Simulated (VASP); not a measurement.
Here is a VASP 6.6.1 calculation.

The input INCAR:

```
SYSTEM = Gd2NF3
ALGO     = Normal         ! electronic algorithm
EDIFF    = 1E-6           ! SCF threshold, eV
ENCUT    = 600            ! plane-wave cutoff, eV
GGA      = PE             ! functional
GGA_COMPAT= .False.      
ISIF     = 2              ! what is computed and relaxed
ISMEAR   = 0              ! smearing method
ISPIN    = 2              ! spin polarisation
LASPH    = .True.         ! aspherical terms in the spheres
LCHARG   = .True.         ! write CHGCAR
LELF     = .True.         ! ELF
LMAXMIX  = 6              ! l up to which the mixer works
LORBIT   = 11             ! projections on sites
LREAL    = .False.        ! projectors in reciprocal space
LVHAR    = .True.       
LWAVE    = .False.        ! write WAVECAR
MAGMOM   = 7 7 0 0 0 0    ! initial moments
NBANDS   = 44             ! bands
NELM     = 200            ! most SCF steps
PREC     = Accurate       ! precision mode
SIGMA    = 0.15           ! smearing width, eV
```

KPOINTS

```
k-points
0
Gamma
  3 3 2
  0 0 0
```

The input POSCAR:

```
Gd2NF3
1.0
    3.9524266190      0.0000000000      0.0000000000
    0.0000000000      3.9524266190      0.0000000000
    0.0000000000      0.0000000000      5.6776983974
Gd N F
2 1 3
Direct
    0.5000000000      0.0000000000      0.7814573760
    0.0000000000      0.5000000000      0.2185426240
    0.0000000000      0.0000000000      0.0000000000
    0.5000000000      0.5000000000      0.0000000000
    0.5000000000      0.5000000000      0.5000000000
    0.0000000000      0.0000000000      0.5000000000
```

Potentials or basis: VASP PAW PBE potentials, release 64 (Gd, N, F).

Launch:

```sh
$ cat potpaw_PBE.64/Gd/POTCAR potpaw_PBE.64/N/POTCAR potpaw_PBE.64/F/POTCAR > POTCAR
$ mpirun -np 1 vasp_std > vasp.out
```

(1) What does it give for the pressure?

(2) Predict the site moments.

(3) What does it give for the net moment?

(4) What does it give for the largest force?

Answers

(1) -0.5 GPa.

(2) Gd +6.76; N +0.02; F +0.01, -0.00 (each value once) μB.

(3) 14.00 μB per cell.

(4) 0.010 eV/Å.

Caveat: the k points lie up to 0.55 Å⁻¹ apart.
